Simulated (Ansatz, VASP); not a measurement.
**Two plane-wave programs on MnS**

```
Mn S
1.0
     0.00000    2.47346    2.47346
     2.47346    0.00000    2.47346
     2.47346    2.47346    0.00000
Mn S
1 1
Direct
  0.00000 0.00000 0.00000
  0.75000 0.75000 0.75000
```

Alike in both runs: task single point; functional PBEsol; k mesh 8 × 8 × 8; occupations fermi-dirac, width 0.05 eV; collinear spin; fixed moment 0 μB.

|  | VASP | Ansatz |
| --- | --- | --- |
| version | VASP 6.6.1 | Ansatz 0.2.0 |
| potentials or method | VASP PAW PBE potentials, release 64 (Mn_pv, S) | Ansatz PAW |
| plane-wave cutoff (eV) | 520 | 420 |
| valence electrons in the cell | 19 | 21 |

Ansatz gave:

| Item | Value |
| --- | --- |
| pressure (GPa) | -3.2 |
| net moment per atom (μB) | 0.00 |

**Question.** Estimate VASP's values.

**Answer.** Pressure (GPa): -2.9; net moment per atom (μB): 0.00.

VASP's potentials were made for PBE, not for PBEsol. VASP's potentials hold 19 valence electrons a cell and Ansatz's 21, so a difference there can come from the potentials and not from the codes.
